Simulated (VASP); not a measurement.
Write the native input for VASP 6.6.1 that does the following.

* Task: single point
* Functional: r2SCAN
* Potentials or basis: VASP PAW PBE potentials, release 64 (Cl, H)
* Cutoff: 520 eV
* k mesh: 1 × 1 × 1
* Occupations: fermi-dirac, width 0.05 eV
* Spin: no spin polarisation
* Dipole correction: no
* Further INCAR settings: LREAL = Auto; ALGO = Normal; EDIFF = 1e-07; NBANDS = 66

The system is HCl.

```
Cl H
1.0
     8.49019    0.00000    0.00000
     0.00000    8.49019    0.00000
     0.00000    0.00000    8.49019
Cl H
12 12
Cartesian
  4.9720 5.0502 8.1767
  0.4716 1.5602 3.3402
  -0.0862 5.1168 5.0609
  5.2046 0.9980 2.6851
  1.3089 4.0838 8.5015
  5.4105 5.0544 3.5654
  2.5438 7.1254 1.7831
  1.4536 8.1718 6.5801
  6.9245 2.0699 7.4305
  7.5768 7.2597 1.1267
  3.3653 2.8825 5.5294
  4.9924 8.0174 5.8008
  5.2950 3.8252 8.1227
  0.1070 2.2217 2.3083
  0.6145 6.1143 5.5147
  6.0765 0.0909 2.4111
  2.0459 3.1496 7.9665
  6.3571 5.7240 4.1004
  2.5479 5.7883 1.5718
  1.9565 8.3204 5.3736
  6.1099 1.2400 7.0050
  8.6558 7.4722 1.7627
  3.9390 4.0608 5.0884
  5.3343 8.7913 4.7937
```

The input as run:

POSCAR

```
HCl
1.0
    8.4901850000      0.0000000000      0.0000000000
    0.0000000000      8.4901850000      0.0000000000
    0.0000000000      0.0000000000      8.4901850000
Cl H
12 12
Direct
    0.5856173923      0.5948280279      0.9630767763
    0.0555464928      0.1837651359      0.3934189891
   -0.0101529001      0.6026723799      0.5960883067
    0.6130137329      0.1175474975      0.3162593041
    0.1541662520      0.4810024752      1.0013327154
    0.6372652657      0.5953227168      0.4199437350
    0.2996165572      0.8392514415      0.2100189807
    0.1712094613      0.9624996393      0.7750243369
    0.8155888240      0.2437991634      0.8751870542
    0.8924187164      0.8550697070      0.1327061778
    0.3963753440      0.3395096809      0.6512696720
    0.5880201668      0.9443139343      0.6832359954
    0.6236613219      0.4505437750      0.9567164909
    0.0126027878      0.2616786324      0.2718786458
    0.0723776926      0.7201609859      0.6495382609
    0.7157087861      0.0107064805      0.2839867447
    0.2409723699      0.3709695372      0.9383187763
    0.7487587137      0.6741902562      0.4829576741
    0.3000994678      0.6817637072      0.1851314194
    0.2304425640      0.9800022025      0.6329190707
    0.7196427404      0.1460509989      0.8250703607
    1.0195066421      0.8800986080      0.2076162062
    0.4639474876      0.4782934647      0.5993273409
    0.6282901963      1.0354662472      0.5646166721
```

INCAR.step1

```
  PREC = Accurate
  ENCUT = 520
  ISMEAR = -1
  SIGMA = 0.05
  LREAL = Auto
  LASPH = T
  NELM = 100
  NBANDS = 66
  GGA = PE
  ALGO = Normal
  EDIFF = 1E-4
  LWAVE = T
  LCHARG = F
```

INCAR.step2

```
  PREC = Accurate
  ENCUT = 520
  EDIFF = 1E-7
  ISMEAR = -1
  SIGMA = 0.05
  LREAL = Auto
  LASPH = T
  NELM = 100
  ALGO = Normal
  ISIF = 2
  LWAVE = F
  LCHARG = T
  METAGGA = R2SCAN
  LMIXTAU = T
  LELF = T
  LVHAR = T
  NBANDS = 66
  ISTART = 1
```

KPOINTS

```
Automatic mesh
0
Gamma
  1 1 1
```

Potentials or basis: VASP PAW PBE potentials, release 64 (Cl, H).

Run with:

```console
$ cat potpaw_PBE.64/Cl/POTCAR potpaw_PBE.64/H/POTCAR > POTCAR
$ cp INCAR.step1 INCAR
$ mpirun -np 1 vasp_gam > vasp.out
$ cp INCAR.step2 INCAR
$ mpirun -np 1 vasp_gam > vasp.out
```

It gave:

- Pressure: -0.3 GPa
- Largest force: 2.050 eV/Å

Caveat: the k points lie up to 0.74 Å⁻¹ apart; the atoms stand as in a frame of molecular dynamics; the PAW data sets were made with another functional, which shifts forces and pressure a little.

Wall time 6.4 min on 1 thread of Intel(R) Xeon(R) Platinum 8259CL CPU @ 2.50GHz (Skylake/Cascade Lake), with other jobs on the host, peak memory 0.6 GiB.
